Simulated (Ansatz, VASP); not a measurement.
**Two plane-wave programs on Y3NbO2**

```
CELL_PARAMETERS angstrom
6.07277 0.00000 0.00000
0.00000 6.07277 0.00000
0.00000 0.00000 4.03195
ATOMIC_POSITIONS crystal
Y 0.00000 0.50000 0.50000
Y 0.50000 0.00000 0.50000
Y 0.00000 0.00000 0.50000
Nb 0.50000 0.50000 0.00000
O 0.50000 0.50000 0.50000
O 0.00000 0.00000 0.00000
```

Alike in both runs: functional PBE; k mesh 6 × 6 × 10; occupations gaussian, width 0.1 eV; no spin polarisation.

Ansatz relaxed the structure, and its values are those at the end. VASP's run is a single point on that final structure, the one shown.

```csv
,VASP,Ansatz
version,VASP 6.6.1,Ansatz 0.2.0
potentials or method,"VASP PAW PBE potentials, release 64 (Y_sv, Nb_sv, O), cutoff 520 eV","scalar-relativistic, plane waves, PAW"
valence electrons in the cell,58,58
```

Ansatz gave:

```
gap on the k mesh at the Fermi level (eV) : none
pressure (GPa)                            : 0.0
```

What did VASP give for the same quantities?

gap on the k mesh at the Fermi level (eV): none; pressure (GPa): -0.1.

A gap of «none» marks a metal or a gap that the smearing closes.
